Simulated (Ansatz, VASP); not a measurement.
Two plane-wave programs on HfO2

The input POSCAR:

```
HfO2
1.0
    3.5580193300      0.0000000000      0.0000000000
    0.0000000000      3.5580193300      0.0000000000
    0.0000000000      0.0000000000      5.1718612100
Hf O
2 4
Direct
    0.5000000000      0.5000000000      0.5000000000
    0.0000000000      0.0000000000      0.0000000000
    0.0000000000      0.5000000000      0.6972078800
    0.5000000000      0.0000000000      0.8027921200
    0.5000000000      0.0000000000      0.3027921200
    0.0000000000      0.5000000000      0.1972078800
```

Contents of INCAR.step1:

```
SYSTEM = HfO2
  ALGO = Normal
  EDIFF = 1E-4
  ENCUT = 600
  GGA = PE
  ISMEAR = 0
  LASPH = .True.
  LCHARG = .False.
  LREAL = .False.
  LUSENCCL = .False.
  LWAVE = .True.
  NELM = 60
  PREC = Accurate
  SIGMA = 0.02
```

The input INCAR.step2:

```
SYSTEM = HfO2
  ALGO = Normal
  EDIFF = 1E-6
  EDIFFG = -0.005
  ENCUT = 600
  IBRION = 2
  ISIF = 3
  ISMEAR = 0
  ISTART = 1
  LASPH = .True.
  LCHARG = .False.
  LMIXTAU = .True.
  LREAL = .False.
  LUSENCCL = .False.
  LWAVE = .False.
  METAGGA = R2SCAN
  NELM = 60
  NSW = 100
  PREC = Accurate
  SIGMA = 0.02
```

Contents of KPOINTS:

```
k-points
0
Gamma
  6 6 6
  0 0 0
```

Input for Ansatz:

```yaml
crystal:
  lattice:
    - [3.55801933, 0.0, 0.0]
    - [0.0, 3.55801933, 0.0]
    - [0.0, 0.0, 5.17186121]
  atoms:
    - { symbol: Hf, position: [0.5, 0.5, 0.5] }
    - { symbol: Hf, position: [0.0, 0.0, 0.0] }
    - { symbol: O, position: [0.0, 0.5, 0.69720788] }
    - { symbol: O, position: [0.5, 0.0, 0.80279212] }
    - { symbol: O, position: [0.5, 0.0, 0.30279212] }
    - { symbol: O, position: [0.0, 0.5, 0.19720788] }
basis:
  ecutwfc: 500
kpoints:
  mp_grid: { grid: [6, 6, 6] }
hamiltonian:
  xc: r2scan
scf:
  occupations: { method: gaussian, width: 0.02 }
output:
  forces: true
  stress: true
  eigenvalues: true
  write_density: true
  write_potential: true
  elf: true
  volumetric_format: npy
relax:
  adjacent_minimum: "off"
  f_tol: 0.005
  max_steps: 80
  cell: { stress_tol: 0.05 }
```

Alike in both runs: task relaxation of cell and atoms; functional r2SCAN; k mesh 6 × 6 × 6; occupations gaussian, width 0.02 eV; no spin polarisation.

|  | VASP | Ansatz |
| --- | --- | --- |
| version | VASP 6.6.1 | Ansatz 0.2.0 |
| potentials or method | VASP PAW PBE potentials, release 64 (Hf_pv, O), cutoff 600 eV | scalar-relativistic, plane waves, PAW |
| valence electrons in the cell | 44 | 76 |

VASP gave:

| Item | Value |
| --- | --- |
| gap on the k mesh at the Fermi level, each at its own relaxed structure (eV) | 5.30 |
| relaxed volume (Å³/atom) | 10.92 |
| relaxed length of the cell vector where the two differ most in proportion (Å) | 5.169 |

Estimate Ansatz's values.

gap on the k mesh at the Fermi level, each at its own relaxed structure (eV): 5.26; relaxed volume (Å³/atom): 11.09; relaxed length of the cell vector where the two differ most in proportion (Å): 5.203.

VASP's potentials were made for PBE, not for r2SCAN. VASP's potentials hold 44 valence electrons a cell and Ansatz's 76, so a difference there can come from the potentials and not from the codes.

Spin-orbit coupling is off throughout.
